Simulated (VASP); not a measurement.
# MnSb (P6_3/mmc) in VASP: a series of runs

MnSb is run at these levels: PBEsol; tasks: single point.

Everything below comes from runs of VASP 6.6.1. Logs are shortened: lines on timing, memory, paths and dates and some standing lists are left out, and cuts for length are marked.

## 1. The cell of the first run

It takes space group P6_3/mmc (No. 194, hexagonal). The conventional cell has a = 4.150 Å, b = 4.150 Å, c = 5.780 Å, α = 90.00°, β = 90.00°, γ = 120.00°. Within 3.7 Å of Mn (site symmetry -3m) lie 6 Sb at 2.80 Å and 2 Mn at 2.89 Å. Within 3.8 Å of Sb (site symmetry -6m2) lie 6 Mn at 2.80 Å and 6 Sb at 3.75 Å.

## 2. Single point, PBEsol, collinear spin, ferromagnetic start

Input file INCAR:

```
PREC     = Accurate       # precision mode
ENCUT    = 520            # plane-wave cutoff, eV
EDIFF    = 1E-6           # SCF threshold, eV
ISMEAR   = -1             # smearing method
SIGMA    = 0.1            # smearing width, eV
LREAL    = F              # projectors in reciprocal space
LASPH    = T              # aspherical terms in the spheres
NELM     = 150            # most SCF steps
ALGO     = Normal         # electronic algorithm
ISIF     = 2              # what is computed and relaxed
LWAVE    = F              # write WAVECAR
LCHARG   = F              # write CHGCAR
ISPIN    = 2              # spin polarisation
MAGMOM   = 4 4 0 0        # initial moments
LORBIT   = 11             # projections on sites
LMAXMIX  = 4              # l up to which the mixer works
GGA      = PS             # functional
NBANDS   = 30             # bands
```

Input file KPOINTS:

```
Automatic mesh
0
Gamma
  9 9 6
```

Input file POSCAR:

```
MnSb
1.0
    4.1500000000      0.0000000000      0.0000000000
   -2.0750000000      3.5940054257      0.0000000000
    0.0000000000      0.0000000000      5.7800000000
Mn Sb
2 2
Direct
    0.0000000000      0.0000000000      0.0000000000
    0.0000000000      0.0000000000      0.5000000000
    0.3333333333      0.6666666667      0.2500000000
    0.6666666667      0.3333333333      0.7500000000
```

Potentials or basis: VASP PAW PBE potentials, release 64 (Mn_pv, Sb).

Launch:

```
$ cat potpaw_PBE.64/Mn_pv/POTCAR potpaw_PBE.64/Sb/POTCAR > POTCAR
$ mpirun -np 1 vasp_std > vasp.out
```

OUTCAR:

```text
PREC = Accurate
   ENCUT = 520
   EDIFF = 1E-6
   ISMEAR = -1
   LREAL = F
   LASPH = T
   NELM = 150
   ISIF = 2
   ISPIN = 2
   LORBIT = 11
   GGA = PS

 ion  position               nearest neighbor table
   1  0.000  0.000  0.000-   3 2.80   4 2.80   3 2.80   4 2.80   4 2.80   3 2.80   2 2.89   2 2.89

   2  0.000  0.000  0.500-   3 2.80   4 2.80   3 2.80   4 2.80   4 2.80   3 2.80   1 2.89   1 2.89

   3  0.333  0.667  0.250-   1 2.80   2 2.80   1 2.80   2 2.80   1 2.80   2 2.80   4 3.75   4 3.75
                             4 3.75   4 3.75   4 3.75   4 3.75
   4  0.667  0.333  0.750-   1 2.80   2 2.80   1 2.80   2 2.80   1 2.80   2 2.80   3 3.75   3 3.75
                             3 3.75   3 3.75   3 3.75   3 3.75

  LATTYP: Found a hexagonal cell.
 ALAT       =     4.1500000000
 C/A-ratio  =     1.3927710843

  Lattice vectors:

 A1 = (   4.1500000000,   0.0000000000,   0.0000000000)
 A2 = (  -2.0750000000,   3.5940054257,   0.0000000000)
 A3 = (   0.0000000000,   0.0000000000,   5.7800000000)

Analysis of symmetry for initial positions (statically):
=====================================================================
 Subroutine PRICEL returns:
 Original cell was already a primitive cell.

 Routine SETGRP: Setting up the symmetry group for a
 hexagonal supercell.

 Subroutine GETGRP returns: Found 24 space group operations
 (whereof 12 operations were pure point group operations)
 out of a pool of 24 trial point group operations.

The static configuration has the point symmetry D_3d.
 The point group associated with its full space group is D_6h.

Analysis of symmetry for dynamics (positions and initial velocities):
=====================================================================
 Subroutine PRICEL returns:
 Original cell was already a primitive cell.

 Routine SETGRP: Setting up the symmetry group for a
 hexagonal supercell.

 Subroutine GETGRP returns: Found 24 space group operations
 (whereof 12 operations were pure point group operations)
 out of a pool of 24 trial point group operations.

The dynamic configuration has the point symmetry D_3d.
 The point group associated with its full space group is D_6h.

Analysis of structural, dynamic, and magnetic symmetry:
=====================================================================
 Subroutine PRICEL returns:
 Original cell was already a primitive cell.

 Routine SETGRP: Setting up the symmetry group for a
 hexagonal supercell.

 Subroutine GETGRP returns: Found 24 space group operations
 (whereof 12 operations were pure point group operations)
 out of a pool of 24 trial point group operations.

The overall configuration has the point symmetry D_3d.
 The point group associated with its full space group is D_6h.

 Subroutine INISYM returns: Found 24 space group operations
 (whereof 12 operations are pure point group operations),
 and found     1 'primitive' translations

----------------------------------------------------------------------------------------

                                     Primitive cell

  volume of cell :      86.2094

  direct lattice vectors                    reciprocal lattice vectors
     4.150000000  0.000000000  0.000000000     0.240963855  0.139120547  0.000000000
    -2.075000000  3.594005426  0.000000000     0.000000000  0.278241094  0.000000000
     0.000000000  0.000000000  5.780000000     0.000000000  0.000000000  0.173010381

  length of vectors
     4.150000000  4.150000000  5.780000000     0.278241094  0.278241094  0.173010381

  position of ions in fractional coordinates (direct lattice)
     0.000000000  0.000000000  0.000000000
     0.000000000  0.000000000  0.500000000
     0.333333333  0.666666667  0.250000000
     0.666666667  0.333333333  0.750000000

  ion indices of the primitive-cell ions
   primitive index   ion index
                 1           1
                 2           2
                 3           3
                 4           4

----------------------------------------------------------------------------------------

 KPOINTS: Automatic mesh

Automatic generation of k-mesh.
 Grid dimensions read from file:
 generate k-points for:    9    9    6

 Generating k-lattice:

  Cartesian coordinates                     Fractional coordinates (reciprocal lattice)
     0.026773762  0.015457839  0.000000000     0.111111111  0.000000000  0.000000000
     0.000000000  0.030915677  0.000000000     0.000000000  0.111111111  0.000000000
     0.000000000  0.000000000  0.028835063     0.000000000  0.000000000  0.166666667

  Length of vectors
     0.030915677  0.030915677  0.028835063

  Shift w.r.t. Gamma in fractional coordinates (k-lattice)
     0.000000000  0.000000000  0.000000000

 Subroutine IBZKPT returns following result:
 ===========================================

 Found     48 irreducible k-points:

 Following reciprocal coordinates:
            Coordinates               Weight
  0.000000  0.000000  0.000000      1.000000
  0.111111  0.000000  0.000000      6.000000
  0.222222 -0.000000  0.000000      6.000000
  0.333333  0.000000  0.000000      6.000000
  0.444444 -0.000000  0.000000      6.000000
  0.111111  0.111111  0.000000      6.000000
[... 16 lines left out ...]
  0.333333  0.222222  0.166667     24.000000
  0.333333  0.333333  0.166667      4.000000
 [... further k-points ...]
   k-points           NKPTS =     48   k-points in BZ     NKDIM =     48   number of bands    NBANDS=     30
   number of dos      NEDOS =    301   number of ions     NIONS =      4
   total plane-waves  NPLWV =  49152
   dimension x,y,z NGX =    32 NGY =   32 NGZ =   48
   dimension x,y,z NGXF=    64 NGYF=   64 NGZF=   96
   ions per type =               2   2
   NGX,Y,Z   is equivalent  to a cutoff of  12.82, 12.82, 13.81 a.u.
   NGXF,Y,Z  is equivalent  to a cutoff of  25.64, 25.64, 27.61 a.u.
 SYSTEM =  unknown system
   PREC   = accura    normal or accurate (medium, high low for compatibility)
   ISTART =      0    job   : 0-new  1-cont  2-samecut
   ICHARG =      2    charge: 1-file 2-atom 10-const
   ISPIN  =      2    spin polarized calculation?
   LNONCOLLINEAR =      F non collinear calculations
   LSORBIT =      F    spin-orbit coupling
   LASPH  =      T    aspherical Exc in radial PAW
   ENCUT  =  520.0 eV  38.22 Ry    6.18 a.u.   7.72  7.72 10.75*2*pi/ulx,y,z
   NELM   =    150;   NELMIN=  2; NELMDL= -5     # of ELM steps
   EDIFF  = 0.1E-05   stopping-criterion for ELM
   LREAL  =      F    real-space projection
   EDIFFG = 0.1E-04   stopping-criterion for IOM
   NSW    =      0    number of steps for IOM
   IBRION =     -1    ionic relax: 0-MD 1-quasi-New 2-CG
   NFREE  =      0    steps in history (QN), initial steepest desc. (CG)
   ISIF   =      2    stress and relaxation
   ISYM   =      2    0-nonsym 1-usesym 2-fastsym
   POTIM  = 0.5000    time-step for ionic-motion
   TEBEG  =    0.0;   TEEND  =   0.0 temperature during run
   PSTRESS=    0.0 pullay stress
   NELECT =      36.0000    total number of electrons
   NUPDOWN=      -1.0000    fix difference up-down
   EMIN   =  10.00;   EMAX   =-10.00  energy-range for DOS
   EFERMI =   0.00;   METHOD = LEGACY
   ISMEAR =    -1;   SIGMA  =   0.10  broadening in eV -4-tet -1-fermi 0-gaus
   EFERMI_NEDOS =   21; number of points for ismear=-14 and -15
   IALGO  =     38    algorithm
   IMIX   =      4    mixing-type and parameters
     AMIX     =   0.40;   BMIX     =  1.00
     AMIX_MAG =   1.60;   BMIX_MAG =  1.00
  volume/ion in A,a.u.               =      21.55       145.44
  Fermi-wavevector in a.u.,A,eV,Ry     =   1.223651  2.312364 20.372288  1.497321
  Thomas-Fermi vector in A             =   2.358754
   LORBIT       =     11    0 simple, 1 ext, 2 COOP (PROOUT), +10 PAW based schemes
   GGA     = PS    functional components
   LHFCALC =     F    Hartree Fock is set to
   AEXX    =    0.0000 exact exchange contribution
   IVDW    =     0    specifies the selected vdW correction
   LEPSILON=     F    determine dielectric tensor
   LRPA    =     F    only Hartree local field effects (RPA)
 spin polarized calculation
  energy-cutoff  :      520.00
  volume of cell :       86.21
 maximum number of plane-waves:      2350
 NGX is ok and might be reduce to    32
   NGX = 15   NGY = 15   NGZ = 21

 number of electron      36.0000010 magnetization       6.6528114

 Free energy of the ion-electron system (eV)
  ---------------------------------------------------
  ext. energy  EPLUGINS =         0.00000000
  ---------------------------------------------------
  free energy    TOTEN  =       -28.26301789 eV

  energy without entropy =      -28.18771757  energy(sigma->0) =      -28.22536773

 E-fermi :   7.5051     XC(G=0): -10.7409

 val. band max:        7.4829511581   @ k =   0.2222   0.1111   0.3333
 cond. band min:       7.5348118449   @ k =   0.0000   0.0000   0.1667
 fundamental gap:      0.0518606869
 Fermi energy:         7.5050776911

 spin component 1

 k-point     1 :       0.0000    0.0000    0.0000
  band No.  band energies     occupation
      1     -42.2531      1.00000
      2     -42.2531      1.00000
      3     -42.2455      1.00000
      4     -42.2455      1.00000
      5     -42.0339      1.00000
      6     -41.9532      1.00000
[... 781 lines left out ...]
     29      15.9477      0.00000
     30      15.9879      0.00000

 [... further k-points ...]

 spin component 2

 k-point     1 :       0.0000    0.0000    0.0000
  band No.  band energies     occupation
      1     -38.6905      1.00000
      2     -38.6905      1.00000
      3     -38.6812      1.00000
      4     -38.6812      1.00000
      5     -38.6258      1.00000
      6     -38.5305      1.00000
[... 781 lines left out ...]
     29      16.1608      0.00000
     30      16.5210      0.00000

 [... further k-points ...]

------------------------ aborting loop because EDIFF is reached ----------------------------------------

  FORCE on cell =-STRESS in cart. coord.  units (eV):
  Direction    XX          YY          ZZ          XY          YZ          ZX
  --------------------------------------------------------------------------------------
  -------------------------------------------------------------------------------------
  Total       -3.6361662     -3.6361662     -4.2511142      0.0000000     -0.0000000     -0.0000000
  in kB      -67.5771146    -67.5771146    -79.0057485      0.0000000     -0.0000000     -0.0000000
  external PRESSURE =     -71.3866592 kB  Pullay stress =       0.0000000 kB

 VOLUME and BASIS-vectors are now :
 -----------------------------------------------------------------------------
  energy-cutoff  :      520.00
  volume of cell :       86.21
      direct lattice vectors                 reciprocal lattice vectors
     4.150000000  0.000000000  0.000000000     0.240963855  0.139120547  0.000000000
    -2.075000000  3.594005426  0.000000000     0.000000000  0.278241094  0.000000000
     0.000000000  0.000000000  5.780000000     0.000000000  0.000000000  0.173010381

 POSITION                                       TOTAL-FORCE (eV/Angst)
 -----------------------------------------------------------------------------------
      0.00000      0.00000      0.00000        -0.000000      0.000000      0.000000
      0.00000      0.00000      2.89000        -0.000000      0.000000      0.000000
     -0.00000      2.39600      1.44500        -0.000000     -0.000000     -0.000000
      2.07500      1.19800      4.33500         0.000000      0.000000      0.000000
 -----------------------------------------------------------------------------------
    total drift:                                0.000000     -0.000000      0.000000

  FREE ENERGIE OF THE ION-ELECTRON SYSTEM (eV)
  ---------------------------------------------------
  free  energy   TOTEN  =       -28.2630178935 eV

  energy  without entropy=      -28.1877175659  energy(sigma->0) =      -28.22536773

 total charge

# of ion       s       p       d       tot
------------------------------------------
    1        0.275   6.209   5.034  11.518
    2        0.275   6.209   5.034  11.518
    3        1.143   1.257   0.041   2.441
    4        1.143   1.257   0.041   2.441
--------------------------------------------------
tot          2.837  14.931  10.150  27.918

 magnetization (x)

# of ion       s       p       d       tot
------------------------------------------
    1        0.034   0.025   3.310   3.369
    2        0.034   0.025   3.310   3.369
    3        0.010  -0.142   0.005  -0.127
    4        0.010  -0.142   0.005  -0.127
--------------------------------------------------
tot          0.088  -0.235   6.632   6.485
```

It took 2.5 min on 1 thread of AMD EPYC 9R14 (Zen 4), shared host; peak memory 0.33 GiB.

Results:

* Free energy: -28.2630 eV
* Pressure: -7.1 GPa
* Net moment: 6.65 μB per cell
* Site moments: Mn +3.37; Sb -0.13 μB
* Valence electrons inside the program's atomic spheres: Mn 11.52; Sb 2.44

Caveat: the cell stands under tension; the PAW data sets were made with another functional, which shifts forces and pressure a little; spin-orbit coupling is left out, which moves the levels of the heavy elements; the run started ferromagnetic, and an antiferromagnetic order may lie lower in energy.

## 3. Single point, PBEsol, collinear spin, ferromagnetic start (22.63 Å³/atom)

This run uses another cell than the first one, of 22.63 Å³/atom.

Input file INCAR:

```
SYSTEM = MnSb
  PREC = Accurate
  ENCUT = 520
  EDIFF = 1E-7
  ISMEAR = -1
  SIGMA = 0.1
  LREAL = .False.
  LASPH = .True.
  NELM = 150
  ALGO = Normal
  ISIF = 2
  LWAVE = .False.
  LCHARG = .False.
  ISPIN = 2
  MAGMOM = 4 4 0 0
  LORBIT = 11
  LMAXMIX = 4
  GGA = PS
  NBANDS = 30
```

Input file KPOINTS:

```
regular mesh
0
Gamma
  9 9 6
  0 0 0
```

Input file POSCAR:

```
MnSb
1.0
    4.2180448808      0.0000000000      0.0000000000
   -2.1090224404      3.6529340210      0.0000000000
    0.0000000000      0.0000000000      5.8747709424
Mn Sb
2 2
Direct
    0.0000000000      0.0000000000      0.0000000000
    0.0000000000      0.0000000000      0.5000000000
    0.3333333333      0.6666666667      0.2500000000
    0.6666666667      0.3333333333      0.7500000000
```

Potentials or basis: VASP PAW PBE potentials, release 64 (Mn_pv, Sb).

Launch:

```
$ cat potpaw_PBE.64/Mn_pv/POTCAR potpaw_PBE.64/Sb/POTCAR > POTCAR
$ mpirun -np 1 vasp_std > vasp.out
```

Run time: 2.8 min. Hardware: 1 thread of AMD EPYC 9R14 (Zen 4), shared host; peak memory 0.34 GiB.

It converged, with:

- Free energy: -28.0476 eV
- Pressure: -8.8 GPa
- Net moment: 6.91 μB per cell
- Site moments: Mn +3.50; Sb -0.13 μB
- Valence electrons inside the program's atomic spheres: Mn 11.46; Sb 2.42

Stress tensor (GPa, compression positive):
```
-8.52  0.00  0.00
 0.00 -8.52  0.00
 0.00  0.00 -9.43
```

Levels at points of the mesh, in eV from the Fermi level:
Spin up:
| k point | band 19 | band 20 | band 21 | band 22 | band 23 | band 24 | band 25 | band 26 |
| --- | --- | --- | --- | --- | --- | --- | --- | --- |
| (0.00, 0.00, 0.00) | -0.70 | 0.42 | 0.42 | 2.05 | 2.05 | 2.44 | 2.84 | 3.73 |
| (0.00, 0.00, 0.50) | -0.76 | -0.76 | 1.55 | 1.55 | 1.55 | 1.55 | 4.28 | 4.28 |
Spin down:
```csv
k point,band 11,band 12,band 13,band 14,band 15,band 16,band 17,band 18
"(0.00, 0.00, 0.00)",-2.26,-0.74,0.09,0.09,0.39,0.39,0.50,0.50
"(0.00, 0.00, 0.50)",-1.48,-1.48,-1.48,-1.48,0.58,0.58,0.58,0.58
```

Caveat: the cell stands under tension; the PAW data sets were made with another functional, which shifts forces and pressure a little; spin-orbit coupling is left out, which moves the levels of the heavy elements; the run started ferromagnetic, and an antiferromagnetic order may lie lower in energy.
